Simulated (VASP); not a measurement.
Wanted: the native input for a VASP 6.6.1 run.

```
Task                   : single point
Functional             : LDA
Potentials or basis    : VASP PAW LDA potentials, release 64 (Pt, Ti_sv)
Cutoff                 : 520 eV
k mesh                 : 7 × 7 × 7
Occupations            : fermi-dirac, width 0.05 eV
Spin                   : no spin polarisation
Dipole correction      : no
Further INCAR settings : ALGO = Normal; EDIFF = 1e-06; NBANDS = 29
```

The structure of TiPt3 lies in POSCAR:

```
TiPt3
1.0
    3.8174470657      0.0000000000      0.0000000000
    0.0000000000      3.8174470657      0.0000000000
    0.0000000000      0.0000000000      3.8174470657
Pt Ti
3 1
Direct
    0.5000000000      0.5000000000      0.0000000000
    0.5000000000      0.0000000000      0.5000000000
    0.0000000000      0.5000000000      0.5000000000
    0.0000000000      0.0000000000      0.0000000000
```

This cell differs from its parent crystal: volume scaled by 0.94.

The input as run:

INCAR

```
SYSTEM = TiPt3
PREC = Accurate
ENCUT = 520
EDIFF = 1E-6
ISMEAR = -1
SIGMA = 0.05
LREAL = .FALSE.
LASPH = .TRUE.
NELM = 60
ALGO = Normal
ISIF = 2
LWAVE = .FALSE.
LCHARG = .FALSE.
NBANDS = 29
```

KPOINTS

```
regular mesh
0
G
  7 7 7
  0 0 0
```

Potentials or basis: VASP PAW LDA potentials, release 64 (Pt, Ti_sv).

Command:

```console
$ cat potpaw_LDA.64/Pt/POTCAR potpaw_LDA.64/Ti_sv/POTCAR > POTCAR
$ mpirun -np 1 vasp_std > vasp.out
```

It gave:

```json
{
 "Pressure": "14.6 GPa",
 "Band gap on the k mesh": "zero (band 21 reaches 14.42 eV, above the bottom of band 22 at 12.72 eV)"
}
```

Caveat: spin-orbit coupling is left out, which moves the levels of the heavy elements.

Wall time 22 s on 1 thread of Intel(R) Xeon(R) Platinum 8488C (Sapphire Rapids), on a shared host, peak memory 0.15 GiB.
